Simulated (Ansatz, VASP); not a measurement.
BN in VASP and in Ansatz

File INCAR:

```
SYSTEM = BN
  PREC = Accurate
  ENCUT = 600
  EDIFF = 1E-6
  ISMEAR = 0
  SIGMA = 0.01
  LREAL = .False.
  LASPH = .True.
  NELM = 120
  ALGO = Normal
  ISIF = 2
  LWAVE = .False.
  LCHARG = .True.
  GGA = PE
  LELF = .True.
  LVHAR = .True.
  NBANDS = 16
  GGA_COMPAT = .False.
```

Contents of KPOINTS:

```
Automatic mesh
0
Gamma
  12 12 6
  0 0 0
```

The input POSCAR:

```
BN
1.0
    2.5545414021      0.0000000000      0.0000000000
   -1.2772707011      2.2122977492      0.0000000000
    0.0000000000      0.0000000000      4.2245536550
B N
2 2
Direct
    0.6666666667      0.3333333333      0.9998056378
    0.3333333333      0.6666666667      0.4998056378
    0.6666666667      0.3333333333      0.6251943622
    0.3333333333      0.6666666667      0.1251943622
```

Input for Ansatz:

```yaml
crystal:
  lattice:
    - [2.5545414021, 0.0, 0.0]
    - [-1.2772707011, 2.2122977492, 0.0]
    - [0.0, 0.0, 4.224553655]
  atoms:
    - { symbol: B, position: [0.6666666667, 0.3333333333, 0.9998056378] }
    - { symbol: B, position: [0.3333333333, 0.6666666667, 0.4998056378] }
    - { symbol: "N", position: [0.6666666667, 0.3333333333, 0.6251943622] }
    - { symbol: "N", position: [0.3333333333, 0.6666666667, 0.1251943622] }
basis:
  ecutwfc: 420
kpoints:
  mp_grid: { grid: [12, 12, 6] }
hamiltonian:
  xc: pbe
scf:
  occupations: { method: gaussian, width: 0.01 }
  n_extra_bands: 16
output:
  eigenvalues: true
  optics: { e_range: [0, 14], sigma: 0.1, nscf_kmesh: { grid: [18, 18, 10] } }
checkpoint:
  read: start.run
  write: ck
  compress: false
  write_wavefunctions: false
  write_every: 100000
```

Alike in both runs: task single point; functional PBE; k mesh 12 × 12 × 6; occupations gaussian, width 0.01 eV; no spin polarisation.

|  | VASP | Ansatz |
| --- | --- | --- |
| version | VASP 6.6.1 | Ansatz 0.2.0 |
| potentials or method | VASP PAW PBE potentials, release 64 (B, N), cutoff 600 eV | scalar-relativistic, plane waves, PAW |
| valence electrons in the cell | 16 | 16 |

```tsv
	VASP	Ansatz	Ansatz less VASP
gap on the k mesh at the Fermi level (eV)	5.21	5.23	+0.017
least direct gap on the mesh (eV)	8.24	8.25	+0.007
```

With one functional, cell and mesh, what is left measures potentials, basis and numerics.
